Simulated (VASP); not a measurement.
# TiAl3 (C2/m) in VASP: a series of runs, part 2 of 2

VASP 6.6.1. The steps go on from the part before.

## Step 4: Single point, PBEsol (atoms displaced along a vibrational mode, the cell strained)

File INCAR:

```
SYSTEM = TiAl3
PREC = Accurate
ENCUT = 520
EDIFF = 1E-6
ISMEAR = 0
SIGMA = 0.15
LREAL = .False.
LASPH = .True.
NELM = 100
ALGO = Fast
ISIF = 2
LWAVE = .False.
LCHARG = .True.
GGA = PS
LELF = .True.
LVHAR = .True.
NBANDS = 18
```

File KPOINTS:

```
Automatic mesh
0
Gamma
  14 14 14
  0 0 0
```

File POSCAR:

```
TiAl3
1.0
   -1.9297940809      1.9297940809      4.1769229202
    1.9297940809     -1.9297940809      4.1769229202
    1.9297940809      1.9297940809     -4.1769229202
Ti Al
1 3
Direct
    0.0000000000      0.0000000000      0.0000000000
    0.5000000000      0.5000000000      0.0000000000
    0.7500000000      0.2401183226      0.4901183226
    0.2500000000      0.7598816774      0.5098816774
```

Potentials or basis: VASP PAW PBE potentials, release 64 (Ti_sv, Al).

The run is started by

```bash
cat potpaw_PBE.64/Ti_sv/POTCAR potpaw_PBE.64/Al/POTCAR > POTCAR
mpirun -np 1 vasp_std > vasp.out
```

OUTCAR:

```text
SYSTEM = TiAl3
   PREC = Accurate
   ENCUT = 520
   EDIFF = 1E-6
   ISMEAR = 0
   LREAL = .False.
   LASPH = .True.
   NELM = 100
   ISIF = 2
   GGA = PS

 ion  position               nearest neighbor table
   1  0.000  0.000  0.000-   2 2.73   2 2.73   2 2.73   2 2.73   4 2.82   3 2.82   3 2.84   4 2.84
                             4 2.84   3 2.84   3 2.87   4 2.87
   2  0.500  0.500  0.000-   1 2.73   1 2.73   1 2.73   1 2.73   3 2.82   4 2.82   3 2.84   4 2.84
                             3 2.84   4 2.84   3 2.87   4 2.87
   3  0.750  0.240  0.490-   4 2.68   4 2.68   4 2.78   4 2.78   1 2.82   2 2.82   1 2.84   2 2.84
                             1 2.84   2 2.84   1 2.87   2 2.87
   4  0.250  0.760  0.510-   3 2.68   3 2.68   3 2.78   3 2.78   1 2.82   2 2.82   1 2.84   2 2.84
                             2 2.84   1 2.84   1 2.87   2 2.87

  LATTYP: Found a body centered tetragonal cell.
 ALAT       =     3.8595881618
 C/A-ratio  =     2.1644396993

  Lattice vectors:

 A1 = (  -1.9297940809,   1.9297940809,   4.1769229202)
 A2 = (   1.9297940809,  -1.9297940809,   4.1769229202)
 A3 = (   1.9297940809,   1.9297940809,  -4.1769229202)

Analysis of symmetry for initial positions (statically):
=====================================================================
[... 184 lines left out ...]

 k-point     1 :       0.0000    0.0000    0.0000
  band No.  band energies     occupation
      1     -47.8536      2.00000
      2     -24.2806      2.00000
      3     -24.2805      2.00000
      4     -24.1866      2.00000
      5      -1.8019      2.00000
      6       5.7387      2.00000
[... 481 lines left out ...]
      5      -1.6529      2.00000
      6       4.9941      2.00000
[... 10 lines left out ...]
     17      12.5333      0.00000
     18      12.8587      0.00000

 [... further k-points ...]

------------------------ aborting loop because EDIFF is reached ----------------------------------------

  FORCE on cell =-STRESS in cart. coord.  units (eV):
  Direction    XX          YY          ZZ          XY          YZ          ZX
  --------------------------------------------------------------------------------------
  -------------------------------------------------------------------------------------
  Total       -0.6727738     -0.6538487      1.6897971      0.0000000      0.0000000      0.1251081
  in kB      -17.3237249    -16.8364078     43.5117711      0.0000000      0.0000000      3.2214963
  external PRESSURE =       3.1172128 kB  Pullay stress =       0.0000000 kB

 VOLUME and BASIS-vectors are now :
 -----------------------------------------------------------------------------
  energy-cutoff  :      520.00
  volume of cell :       62.22
      direct lattice vectors                 reciprocal lattice vectors
    -1.929794081  1.929794081  4.176922920     0.000000000  0.259095001  0.119705345
     1.929794081 -1.929794081  4.176922920     0.259095001  0.000000000  0.119705345
     1.929794081  1.929794081 -4.176922920     0.259095001  0.259095001  0.000000000

 POSITION                                       TOTAL-FORCE (eV/Angst)
 -----------------------------------------------------------------------------------
      0.00000      0.00000      0.00000        -0.000000      0.000000     -0.000000
      0.00000      0.00000      4.17692         0.000000      0.000000      0.000000
     -0.03814      1.92979      2.08846         0.407639      0.000000     -0.001413
      1.96793      0.00000      2.08846        -0.407639      0.000000      0.001413
 -----------------------------------------------------------------------------------
    total drift:                                0.000000     -0.000000      0.000000

  FREE ENERGIE OF THE ION-ELECTRON SYSTEM (eV)
  ---------------------------------------------------
  free  energy   TOTEN  =       -22.1940396775 eV

  energy  without entropy=      -22.1721280623  energy(sigma->0) =      -22.18308387
```

stdout:

```text
POSCAR found type information on POSCAR TiAl
 POSCAR found :  2 types and       4 ions
 scaLAPACK will be used
 -----------------------------------------------------------------------------
|                                                                             |
|                                                                             |
[... 41 lines left out ...]
WARNING in EDDRMM: call to ZHEGV failed, returncode =   6  3     18
WARNING in EDDRMM: call to ZHEGV failed, returncode =   8  4      7
WARNING in EDDRMM: call to ZHEGV failed, returncode =   8  4     18
WARNING in EDDRMM: call to ZHEGV failed, returncode =   8  4     16
WARNING in EDDRMM: call to ZHEGV failed, returncode =   8  4     17
WARNING in EDDRMM: call to ZHEGV failed, returncode =   8  4      5
WARNING in EDDRMM: call to ZHEGV failed, returncode =   8  4     17
WARNING in EDDRMM: call to ZHEGV failed, returncode =   8  4     16
```

It took 32 min on 1 thread of Intel Xeon Platinum 8488C (Sapphire Rapids), shared host; peak memory 0.87 GiB.

Results:

* Free energy: -22.1940 eV
* Pressure: 0.3 GPa
* Largest force: 0.408 eV/Å
* Band gap on the k mesh: zero (an odd number of electrons rules out a gap without spin polarisation)

Forces on the atoms (eV/Å):
```
Ti   0.000  0.000  0.000
Al   0.000  0.000  0.000
Al   0.408  0.000 -0.001
Al  -0.408  0.000  0.001
```

Caveat: the cell differs from its parent crystal (atoms displaced along a vibrational mode, the cell strained); the PAW data sets were made with another functional, which shifts forces and pressure a little.

## Step 5: Single point, PBEsol (atoms displaced along a vibrational mode, the cell strained)

File INCAR:

```
PREC = Accurate ; ENCUT = 520
EDIFF = 1E-6 ; ISMEAR = 0
SIGMA = 0.15 ; LREAL = F
LASPH = T ; NELM = 80
ALGO = Fast ; ISIF = 2
LWAVE = F ; LCHARG = F
GGA = PS ; NBANDS = 18
```

File KPOINTS:

```
regular mesh
0
Gamma
  14 14 14
```

File POSCAR:

```
TiAl3
1.0
   -1.8853476793      1.8853476793      4.3762109392
    1.8853476793     -1.8853476793      4.3762109392
    1.8853476793      1.8853476793     -4.3762109392
Ti Al
1 3
Direct
    0.0000000000      0.0000000000      0.0000000000
    0.5000000000      0.5000000000      0.0000000000
    0.7500000000      0.2203811792      0.4703811792
    0.2500000000      0.7796188208      0.5296188208
```

The run is started by

```bash
cat potpaw_PBE.64/Ti_sv/POTCAR potpaw_PBE.64/Al/POTCAR > POTCAR
mpirun -np 1 vasp_std > vasp.out
```

It took 35 min on 1 thread of Intel Xeon Platinum 8488C (Sapphire Rapids), shared host; peak memory 0.86 GiB.

It converged, with:

```
Free energy            : -22.0444 eV
Pressure               : 1.5 GPa
Largest force          : 1.459 eV/Å
Band gap on the k mesh : zero (an odd number of electrons rules out a gap without spin polarisation)
```

Forces in eV/Å, atoms in the order of the input:
```
Ti   0.000  0.000  0.000
Al   0.000  0.000  0.000
Al   1.459  0.000 -0.014
Al  -1.459  0.000  0.014
```

Stress tensor (GPa, compression positive):
```
 3.65  0.00  1.14
 0.00  4.72  0.00
 1.14  0.00 -3.93
```

Levels at points of the mesh, in eV from the Fermi level:
| k point | band 7 | band 8 | band 9 | band 10 | band 11 | band 12 | band 13 | band 14 | band 15 | band 16 |
| --- | --- | --- | --- | --- | --- | --- | --- | --- | --- | --- |
| (0.00, 0.00, 0.00) | -2.91 | -1.38 | -1.16 | -1.06 | 0.89 | 1.94 | 1.97 | 2.17 | 2.68 | 3.57 |
| (0.50, 0.00, 0.00) | -3.70 | -3.11 | -0.95 | -0.42 | 0.61 | 1.90 | 2.28 | 2.69 | 3.37 | 4.32 |
| (0.00, 0.50, 0.00) | -3.55 | -3.11 | -1.09 | -0.28 | 0.54 | 1.91 | 2.69 | 2.81 | 3.21 | 4.21 |
| (0.50, 0.00, 0.50) | -3.84 | -3.07 | -0.88 | -0.50 | 0.61 | 1.72 | 1.90 | 2.70 | 3.47 | 4.36 |
| (0.50, 0.50, 0.00) | -4.31 | -3.75 | -2.63 | -2.32 | -1.06 | 1.86 | 2.04 | 2.46 | 2.77 | 3.00 |
| (0.50, 0.50, 0.50) | -1.89 | -0.77 | -0.67 | -0.34 | 0.71 | 0.75 | 1.00 | 2.96 | 4.85 | 5.59 |

Caveat: the cell differs from its parent crystal (atoms displaced along a vibrational mode, the cell strained); the PAW data sets were made with another functional, which shifts forces and pressure a little.

## Step 6: The runs side by side

```tsv
cell	gap on the mesh (eV)	pressure (GPa)	largest force (eV/Å)
a = 5.265 Å, angles 139.1, 139.1, 59.3°, 4 atoms, atomic positions A	none	2.1	0.57
a = 5.265 Å, angles 139.1, 139.1, 59.3°, 4 atoms, atomic positions B	none	2.5	1.14
a = 4.989 Å, angles 134.5, 134.5, 66.3°, 4 atoms, atomic positions A	none	0.3	0.41
a = 5.124 Å, angles 136.8, 136.8, 62.7°, 4 atoms, atomic positions C	none	1.5	1.46
```

Alike in all rows: task single point; level PBEsol; potentials or basis VASP PAW PBE potentials, release 64 (Ti_sv, Al); no spin polarisation; k mesh 14 × 14 × 14; cutoff (eV) 520; smearing gaussian 0.15 eV.

Caveats: the PAW data sets were made with another functional, which shifts forces and pressure a little.

Total energies depend on the potentials used, so only differences within one code and one set of settings carry meaning.
